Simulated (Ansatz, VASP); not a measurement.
This is a calculation of MgO for Ansatz 0.2.0.

The input input.yaml:

```yaml
crystal:
  lattice:
    - [3.4863778627, 0.0, 0.0]
    - [-1.7431889314, 3.0192917963, 0.0]
    - [0.0, 0.0, 4.17804122]
  atoms:
    - { symbol: Mg, position: [0.318991, 0.663654, 0.26814] }
    - { symbol: Mg, position: [0.672593, 0.326119, 0.738276] }
    - { symbol: O, position: [0.340309, 0.67126, 0.740608] }
    - { symbol: O, position: [0.672567, 0.327332, 0.253589] }
hamiltonian:
  xc: pbe
  pseudopotentials: { kind: paw }
kpoints:
  mp_grid: { grid: [9, 9, 7] }
scf:
  occupations: { method: fermi_dirac, width: 0.05 }
output:
  forces: true
  stress: true
  eigenvalues: true
```

Potentials or basis: Ansatz PAW.

The run is started by

```console
$ ansatz run input.yaml --threads 2 --pin off --max-ram 5120MiB --backend cpu --events-out ev --progress --plain --runs-dir out
```

Set up the same calculation for VASP 6.6.1. Potentials there: VASP PAW PBE potentials, release 64 (Mg, O).

As run (the cutoff follows the program's own potentials):

File INCAR:

```
SYSTEM = MgO
  ALGO = Normal
  EDIFF = 1E-7
  ENCUT = 520
  GGA = PE
  ISIF = 2
  ISMEAR = -1
  LASPH = .TRUE.
  LCHARG = .FALSE.
  LREAL = .FALSE.
  LWAVE = .FALSE.
  NBANDS = 16
  NELM = 80
  PREC = Accurate
  SIGMA = 0.05
```

File KPOINTS:

```
k-points
0
G
  9 9 7
  0 0 0
```

Contents of POSCAR:

```
MgO
1.0
    3.4863778627      0.0000000000      0.0000000000
   -1.7431889314      3.0192917963      0.0000000000
    0.0000000000      0.0000000000      4.1780412200
Mg O
2 2
Direct
    0.3189910000      0.6636540000      0.2681400000
    0.6725930000      0.3261190000      0.7382760000
    0.3403090000      0.6712600000      0.7406080000
    0.6725670000      0.3273320000      0.2535890000
```

Potentials or basis: VASP PAW PBE potentials, release 64 (Mg, O).

Command:

```sh
$ cat potpaw_PBE.64/Mg/POTCAR potpaw_PBE.64/O/POTCAR > POTCAR
$ mpirun -np 1 vasp_std > vasp.out
```

Both were run:

|  | VASP | Ansatz | Ansatz less VASP |
| --- | --- | --- | --- |
| gap on the k mesh at the Fermi level (eV) | 3.45 | 3.46 | +0.016 |
| least direct gap on the mesh (eV) | 3.45 | 3.46 | +0.016 |
| pressure (GPa) | 5.5 | 5.9 | +0.46 |
| traceless stress, the component that is largest in VASP (GPa) | 2.78 | 2.75 | -0.028 |
| rms of the force components (eV/Å) | 0.590 | 0.584 | -0.0057 |

Atom by atom the forces differ by 0.006 eV/Å (rms over components). VASP's potentials hold 16 valence electrons a cell and Ansatz's 32, so a difference there can come from the potentials and not from the codes.

Noted on Ansatz's run: odd divisions of the mesh miss points on the zone boundary, where band edges often lie, so the gap on the mesh can be too wide.
